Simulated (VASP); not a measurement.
# SnTe (P-3m1) in VASP: single point with PBE

Aim: the single point of SnTe with PBE.

Program: VASP 6.6.1. These are calculated values, not measurements. Logs are shortened: lines on timing, memory, paths and dates and some standing lists are left out, and cuts for length are marked.

**1. The cell of the first run**

The structure is trigonal, space group P-3m1 (No. 164). Conventional cell: a = 4.208 Å, b = 4.208 Å, c = 11.994 Å, α = 90.00°, β = 90.00°, γ = 120.00°. Within 3.9 Å of Sn (site symmetry 3m) lie 3 Te at 2.95 Å. Within 3.9 Å of Te (site symmetry 3m) lie 3 Sn at 2.95 Å.

**2. Single point, PBE**

POSCAR

```
SnTe
1.0
    4.2084499465      0.0000000000      0.0000000000
   -2.1042249732      3.6446245642      0.0000000000
    0.0000000000      0.0000000000     11.9941138704
Sn Te
2 2
Direct
    0.0000000000      0.0000000000      0.8139610528
    0.0000000000      0.0000000000      0.1860389472
    0.3333333333      0.6666666667      0.6744355897
    0.6666666667      0.3333333333      0.3255644103
```

INCAR.step1

```
SYSTEM = SnTe
PREC = Accurate
ENCUT = 520
EDIFF = 1E-7
ISMEAR = 0
SIGMA = 0.02
LREAL = .FALSE.
LASPH = .TRUE.
NELM = 80
ALGO = Normal
ISIF = 2
LWAVE = .FALSE.
LCHARG = .TRUE.
GGA = PE
NBANDS = 28
```

KPOINTS.step1

```
Automatic mesh
0
G
  6 6 4
  0 0 0
```

INCAR.step2

```
SYSTEM = SnTe
PREC = Accurate
ENCUT = 520
EDIFF = 1E-7
ISMEAR = -5
SIGMA = 0.02
LREAL = .FALSE.
LASPH = .TRUE.
NELM = 80
ALGO = Normal
ISIF = 2
LWAVE = .FALSE.
LCHARG = .FALSE.
GGA = PE
LORBIT = 10
NBANDS = 28
NEDOS = 1001
ICHARG = 11
```

KPOINTS.step2

```
Automatic mesh
0
G
  9 9 6
  0 0 0
```

Potentials or basis: VASP PAW PBE potentials, release 64 (Sn_d, Te).

Launch:

```console
$ cat potpaw_PBE.64/Sn_d/POTCAR potpaw_PBE.64/Te/POTCAR > POTCAR
$ cp INCAR.step1 INCAR
$ cp KPOINTS.step1 KPOINTS
$ mpirun -np 1 vasp_std > vasp.out
$ cp INCAR.step2 INCAR
$ cp KPOINTS.step2 KPOINTS
$ mpirun -np 1 vasp_std > vasp.out
```

OUTCAR:

```text
SYSTEM = SnTe
   PREC = Accurate
   ENCUT = 520
   EDIFF = 1E-7
   ISMEAR = -5
   LREAL = .FALSE.
   LASPH = .TRUE.
   NELM = 80
   ISIF = 2
   GGA = PE
   LORBIT = 10
   ICHARG = 11

 ion  position               nearest neighbor table
   1  0.000  0.000  0.814-   3 2.95   3 2.95   3 2.95
   2  0.000  0.000  0.186-   4 2.95   4 2.95   4 2.95
   3  0.333  0.667  0.674-   1 2.95   1 2.95   1 2.95
   4  0.667  0.333  0.326-   2 2.95   2 2.95   2 2.95

  LATTYP: Found a hexagonal cell.
 ALAT       =     4.2084499465
 C/A-ratio  =     2.8500074904

  Lattice vectors:

 A1 = (   4.2084499465,   0.0000000000,   0.0000000000)
 A2 = (  -2.1042249732,   3.6446245642,   0.0000000000)
 A3 = (   0.0000000000,   0.0000000000,  11.9941138704)

Analysis of symmetry for initial positions (statically):
=====================================================================
 Subroutine PRICEL returns:
 Original cell was already a primitive cell.

 Routine SETGRP: Setting up the symmetry group for a
 hexagonal supercell.

 Subroutine GETGRP returns: Found 12 space group operations
 (whereof 12 operations were pure point group operations)
 out of a pool of 24 trial point group operations.

The static configuration has the point symmetry D_3d.

Analysis of symmetry for dynamics (positions and initial velocities):
=====================================================================
 Subroutine PRICEL returns:
 Original cell was already a primitive cell.

 Routine SETGRP: Setting up the symmetry group for a
 hexagonal supercell.

 Subroutine GETGRP returns: Found 12 space group operations
 (whereof 12 operations were pure point group operations)
 out of a pool of 24 trial point group operations.

The dynamic configuration has the point symmetry D_3d.

 Subroutine INISYM returns: Found 12 space group operations
 (whereof 12 operations are pure point group operations),
 and found     1 'primitive' translations

----------------------------------------------------------------------------------------

                                     Primitive cell

  volume of cell :     183.9684

  direct lattice vectors                    reciprocal lattice vectors
     4.208449947  0.000000000  0.000000000     0.237617178  0.137188342  0.000000000
    -2.104224973  3.644624564  0.000000000     0.000000000  0.274376683  0.000000000
     0.000000000  0.000000000 11.994113870     0.000000000  0.000000000  0.083374229

  length of vectors
     4.208449947  4.208449946 11.994113870     0.274376683  0.274376683  0.083374229

  position of ions in fractional coordinates (direct lattice)
     0.000000000  0.000000000  0.813961053
     0.000000000  0.000000000  0.186038947
     0.333333333  0.666666667  0.674435590
     0.666666667  0.333333333  0.325564410

  ion indices of the primitive-cell ions
   primitive index   ion index
                 1           1
                 2           2
                 3           3
                 4           4

----------------------------------------------------------------------------------------

 KPOINTS: Automatic mesh

Automatic generation of k-mesh.
 Grid dimensions read from file:
 generate k-points for:    9    9    6

 Generating k-lattice:

  Cartesian coordinates                     Fractional coordinates (reciprocal lattice)
     0.026401909  0.015243149  0.000000000     0.111111111  0.000000000  0.000000000
     0.000000000  0.030486298  0.000000000     0.000000000  0.111111111  0.000000000
     0.000000000  0.000000000  0.013895705     0.000000000  0.000000000  0.166666667

  Length of vectors
     0.030486298  0.030486298  0.013895705

  Shift w.r.t. Gamma in fractional coordinates (k-lattice)
     0.000000000  0.000000000  0.000000000

 TETIRR: Found    674 inequivalent tetrahedra from     2916

 Subroutine IBZKPT returns following result:
 ===========================================

 Found     62 irreducible k-points:

 Following reciprocal coordinates:
            Coordinates               Weight
  0.000000  0.000000  0.000000      1.000000
  0.111111  0.000000  0.000000      6.000000
  0.222222  0.000000  0.000000      6.000000
  0.333333  0.000000  0.000000      6.000000
  0.444444  0.000000  0.000000      6.000000
  0.111111  0.111111  0.000000      6.000000
[... 16 lines left out ...]
  0.222222  0.111111  0.166667     12.000000
 -0.111111  0.333333  0.166667     12.000000
 [... further k-points ...]
   k-points           NKPTS =     62   k-points in BZ     NKDIM =     62   number of bands    NBANDS=     28
   number of dos      NEDOS =   1001   number of ions     NIONS =      4
   total plane-waves  NPLWV =  92160
   dimension x,y,z NGX =    32 NGY =   32 NGZ =   90
   dimension x,y,z NGXF=    64 NGYF=   64 NGZF=  180
   ions per type =               2   2
   NGX,Y,Z   is equivalent  to a cutoff of  12.64, 12.64, 12.47 a.u.
   NGXF,Y,Z  is equivalent  to a cutoff of  25.28, 25.28, 24.95 a.u.
 SYSTEM =  SnTe
   PREC   = accura    normal or accurate (medium, high low for compatibility)
   ISTART =      0    job   : 0-new  1-cont  2-samecut
   ICHARG =     11    charge: 1-file 2-atom 10-const
   ISPIN  =      1    spin polarized calculation?
   LNONCOLLINEAR =      F non collinear calculations
   LSORBIT =      F    spin-orbit coupling
   LASPH  =      T    aspherical Exc in radial PAW
   ENCUT  =  520.0 eV  38.22 Ry    6.18 a.u.   7.82  7.82 22.30*2*pi/ulx,y,z
   NELM   =     80;   NELMIN=  2; NELMDL=  0     # of ELM steps
   EDIFF  = 0.1E-06   stopping-criterion for ELM
   LREAL  =      F    real-space projection
   EDIFFG = 0.1E-05   stopping-criterion for IOM
   NSW    =      0    number of steps for IOM
   IBRION =     -1    ionic relax: 0-MD 1-quasi-New 2-CG
   NFREE  =      0    steps in history (QN), initial steepest desc. (CG)
   ISIF   =      2    stress and relaxation
   ISYM   =      2    0-nonsym 1-usesym 2-fastsym
   POTIM  = 0.5000    time-step for ionic-motion
   TEBEG  =    0.0;   TEEND  =   0.0 temperature during run
   PSTRESS=    0.0 pullay stress
   NELECT =      40.0000    total number of electrons
   NUPDOWN=      -1.0000    fix difference up-down
   EMIN   =  10.00;   EMAX   =-10.00  energy-range for DOS
   EFERMI =   0.00;   METHOD = LEGACY
   ISMEAR =    -5;   SIGMA  =   0.02  broadening in eV -4-tet -1-fermi 0-gaus
   EFERMI_NEDOS =   21; number of points for ismear=-14 and -15
   IALGO  =     38    algorithm
   IMIX   =      4    mixing-type and parameters
     AMIX     =   0.40;   BMIX     =  1.00
     AMIX_MAG =   1.60;   BMIX_MAG =  1.00
  volume/ion in A,a.u.               =      45.99       310.37
  Fermi-wavevector in a.u.,A,eV,Ry     =   0.984420  1.860284 13.185172  0.969083
  Thomas-Fermi vector in A             =   2.115651
   LORBIT       =     10    0 simple, 1 ext, 2 COOP (PROOUT), +10 PAW based schemes
   GGA     = PE    functional components
   LHFCALC =     F    Hartree Fock is set to
   AEXX    =    0.0000 exact exchange contribution
   IVDW    =     0    specifies the selected vdW correction
   LEPSILON=     F    determine dielectric tensor
   LRPA    =     F    only Hartree local field effects (RPA)
 non-spin polarized calculation
 Fermi weights with tetrahedron method with Bloechl corrections
  energy-cutoff  :      520.00
  volume of cell :      183.97
 maximum number of plane-waves:      4980

 number of electron      39.9999996 magnetization

 Free energy of the ion-electron system (eV)
  ---------------------------------------------------
  ext. energy  EPLUGINS =         0.00000000
  ---------------------------------------------------
  free energy    TOTEN  =       -14.65563623 eV

  energy without entropy =      -14.65563623  energy(sigma->0) =      -14.65563623

 E-fermi :   2.8356     XC(G=0):  -7.5043

 val. band max:        2.8281005068   @ k =   0.1111   0.0000   0.0000
 cond. band min:       3.7845098489   @ k =   0.0000   0.3333   0.3333
 fundamental gap:      0.9564093421
 Fermi energy:         2.8355681653

 k-point     1 :       0.0000    0.0000    0.0000
  band No.  band energies     occupation
      1     -18.3775      2.00000
      2     -18.3775      2.00000
      3     -18.3775      2.00000
      4     -18.3775      2.00000
      5     -18.3269      2.00000
      6     -18.3269      2.00000
[... 20 lines left out ...]
     27       8.4300      0.00000
     28       9.1567      0.00000

 k-point     2 :       0.1111    0.0000    0.0000
  band No.  band energies     occupation
      1     -18.3781      2.00000
      2     -18.3781      2.00000
      3     -18.3756      2.00000
      4     -18.3756      2.00000
      5     -18.3281      2.00000
      6     -18.3274      2.00000
[... 20 lines left out ...]
     27       8.5810      0.00000
     28       9.0934      0.00000

 k-point     3 :       0.2222    0.0000    0.0000
  band No.  band energies     occupation
      1     -18.3799      2.00000
      2     -18.3798      2.00000
      3     -18.3708      2.00000
      4     -18.3708      2.00000
      5     -18.3313      2.00000
      6     -18.3305      2.00000
[... 20 lines left out ...]
     27       8.5313      0.00000
     28       8.7263      0.00000

 k-point     4 :       0.3333    0.0000    0.0000
  band No.  band energies     occupation
      1     -18.3821      2.00000
      2     -18.3821      2.00000
      3     -18.3654      2.00000
      4     -18.3654      2.00000
      5     -18.3347      2.00000
      6     -18.3339      2.00000
[... 20 lines left out ...]
     27       8.5041      0.00000
     28       8.6544      0.00000

 k-point     5 :       0.4444    0.0000    0.0000
  band No.  band energies     occupation
      1     -18.3837      2.00000
      2     -18.3837      2.00000
      3     -18.3619      2.00000
      4     -18.3619      2.00000
      5     -18.3368      2.00000
      6     -18.3360      2.00000
[... 20 lines left out ...]
     27       8.1846      0.00000
     28       8.3627      0.00000

 k-point     6 :       0.1111    0.1111    0.0000
  band No.  band energies     occupation
      1     -18.3790      2.00000
      2     -18.3790      2.00000
      3     -18.3726      2.00000
      4     -18.3726      2.00000
      5     -18.3302      2.00000
      6     -18.3295      2.00000
[... 463 lines left out ...]
      5     -18.3368      2.00000
      6     -18.3360      2.00000
[... 20 lines left out ...]
     27       8.0742      0.00000
     28       8.2882      0.00000

 k-point    22 :       0.1111    0.1111    0.1667
  band No.  band energies     occupation
      1     -18.3790      2.00000
      2     -18.3790      2.00000
      3     -18.3726      2.00000
      4     -18.3725      2.00000
      5     -18.3302      2.00000
      6     -18.3295      2.00000
[... 20 lines left out ...]
     27       8.5694      0.00000
     28       8.7707      0.00000

 k-point    23 :       0.2222    0.1111    0.1667
  band No.  band energies     occupation
      1     -18.3804      2.00000
      2     -18.3803      2.00000
      3     -18.3681      2.00000
      4     -18.3681      2.00000
      5     -18.3332      2.00000
      6     -18.3324      2.00000
[... 20 lines left out ...]
     27       8.4631      0.00000
     28       8.6011      0.00000

 k-point    24 :      -0.1111    0.3333    0.1667
  band No.  band energies     occupation
      1     -18.3804      2.00000
      2     -18.3803      2.00000
      3     -18.3681      2.00000
      4     -18.3681      2.00000
      5     -18.3332      2.00000
      6     -18.3324      2.00000
[... 20 lines left out ...]
     27       8.4699      0.00000
     28       8.8617      0.00000

 [... further k-points ...]

------------------------ aborting loop because EDIFF is reached ----------------------------------------

  FORCE on cell =-STRESS in cart. coord.  units (eV):
  Direction    XX          YY          ZZ          XY          YZ          ZX
  --------------------------------------------------------------------------------------
  -------------------------------------------------------------------------------------
  Total       -0.0503580     -0.0503580      0.0904085     -0.0000000      0.0000000     -0.0000000
  in kB       -0.4385671     -0.4385671      0.7873661     -0.0000000      0.0000000     -0.0000000
  external PRESSURE =      -0.0299227 kB  Pullay stress =       0.0000000 kB

 VOLUME and BASIS-vectors are now :
 -----------------------------------------------------------------------------
  energy-cutoff  :      520.00
  volume of cell :      183.97
      direct lattice vectors                 reciprocal lattice vectors
     4.208449947  0.000000000  0.000000000     0.237617178  0.137188342  0.000000000
    -2.104224973  3.644624564  0.000000000     0.000000000  0.274376683  0.000000000
     0.000000000  0.000000000 11.994113870     0.000000000  0.000000000  0.083374229

 POSITION                                       TOTAL-FORCE (eV/Angst)
 -----------------------------------------------------------------------------------
      0.00000      0.00000      9.76274         0.000000     -0.000000      0.038408
      0.00000      0.00000      2.23137        -0.000000      0.000000     -0.038408
     -0.00000      2.42975      8.08926         0.000000     -0.000000     -0.035592
      2.10422      1.21487      3.90486        -0.000000      0.000000      0.035592
 -----------------------------------------------------------------------------------
    total drift:                                0.000000     -0.000000      0.000000

  FREE ENERGIE OF THE ION-ELECTRON SYSTEM (eV)
  ---------------------------------------------------
  free  energy   TOTEN  =       -14.6556362280 eV

  energy  without entropy=      -14.6556362280  energy(sigma->0) =      -14.65563623

 total charge

# of ion       s       p       d       tot
------------------------------------------
    1        1.322   0.847   9.965  12.134
    2        1.322   0.847   9.965  12.134
    3        1.389   1.953   0.023   3.365
    4        1.389   1.953   0.023   3.365
--------------------------------------------------
tot          5.423   5.602  19.975  30.999
```

Wall time 2.9 min (1 thread of Intel Xeon Platinum 8488C (Sapphire Rapids), shared host); peak memory 0.45 GiB.

Results:

```yaml
Valence_electrons_inside_the_program's_atomic_spheres: Sn 12.13; Te 3.37
```

Caveat: spin-orbit coupling is left out, which moves the levels of the heavy elements.
